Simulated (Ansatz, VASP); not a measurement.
Sb in VASP and in Ansatz

```
CELL_PARAMETERS angstrom
3.36900 0.00000 0.00000
-1.68450 2.91764 0.00000
0.00000 0.00000 5.33000
ATOMIC_POSITIONS crystal
Sb 0.33333 0.66667 0.25000
Sb 0.66667 0.33333 0.75000
```

Alike in both runs: task single point; functional PBE; k mesh 12 × 12 × 7; no spin polarisation.

```csv
,VASP,Ansatz
version,VASP 6.6.1,Ansatz 0.2.0
potentials or method,"VASP PAW PBE potentials, release 64 (Sb), cutoff 520 eV","all-electron LAPW, scalar-relativistic"
occupations,"methfessel-paxton of order 1, width 0.15 eV","cold, width 0.15 eV"
```

```tsv
	VASP	Ansatz	Ansatz less VASP
pressure (GPa)	2.9	3.0	+0.14
traceless stress, the component that is largest in VASP (GPa)	-0.86	-0.83	+0.028
```

Ansatz ran all-electron here, and VASP with PAW potentials.

Spin-orbit coupling is off throughout.
